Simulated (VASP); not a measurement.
Input of a VASP 6.6.1 run:

File POSCAR:

```
BaZrO3
1.0
    4.1626965277      0.0000000000      0.0000000000
    0.0000000000      4.1626965277      0.0000000000
    0.0000000000      0.0000000000      4.1626965277
Ba Zr O
1 1 3
Direct
    0.0000000000      0.0000000000      0.0000000000
    0.5000000000      0.5000000000      0.5000000000
    0.0000000000      0.5000000000      0.5000000000
    0.5000000000      0.0000000000      0.5000000000
    0.5000000000      0.5000000000      0.0000000000
```

INCAR.step1

```
SYSTEM = BaZrO3
PREC = Accurate ; ENCUT = 1480
ISMEAR = 0 ; SIGMA = 0.02
LREAL = .FALSE. ; LASPH = .TRUE.
NELM = 120 ; NBANDS = 28
GGA = PE ; ALGO = Normal
EDIFF = 1E-5 ; LWAVE = .TRUE.
LCHARG = .FALSE. ; GGA_COMPAT = .FALSE.
```

Contents of INCAR.step2:

```
SYSTEM = BaZrO3
PREC = Accurate ; ENCUT = 1480
EDIFF = 1E-6 ; ISMEAR = 0
SIGMA = 0.02 ; LREAL = .FALSE.
LASPH = .TRUE. ; NELM = 120
ALGO = Normal ; ISIF = 2
LWAVE = .FALSE. ; LCHARG = .FALSE.
METAGGA = R2SCAN ; LMIXTAU = .TRUE.
NBANDS = 28 ; ISTART = 1
GGA_COMPAT = .FALSE.
```

File KPOINTS:

```
Automatic mesh
0
G
  6 6 6
  0 0 0
```

Potentials or basis: VASP PAW PBE potentials, release 64 (Ba_sv, Zr_sv, O_h).

The run is started by

```sh
$ cat potpaw_PBE.64/Ba_sv/POTCAR potpaw_PBE.64/Zr_sv/POTCAR potpaw_PBE.64/O_h/POTCAR > POTCAR
$ cp INCAR.step1 INCAR
$ mpirun -np 1 vasp_std > vasp.out
$ cp INCAR.step2 INCAR
$ mpirun -np 1 vasp_std > vasp.out
```

(1) Estimate the band gap on the k mesh.

(2) Predict the pressure.

Answers

(1) 3.77 eV (least direct gap 3.98 eV).

(2) 6.3 GPa.

Caveat: the cell stands under pressure; the PAW data sets were made with another functional, which shifts forces and pressure a little; spin-orbit coupling is left out, which moves the levels of the heavy elements.
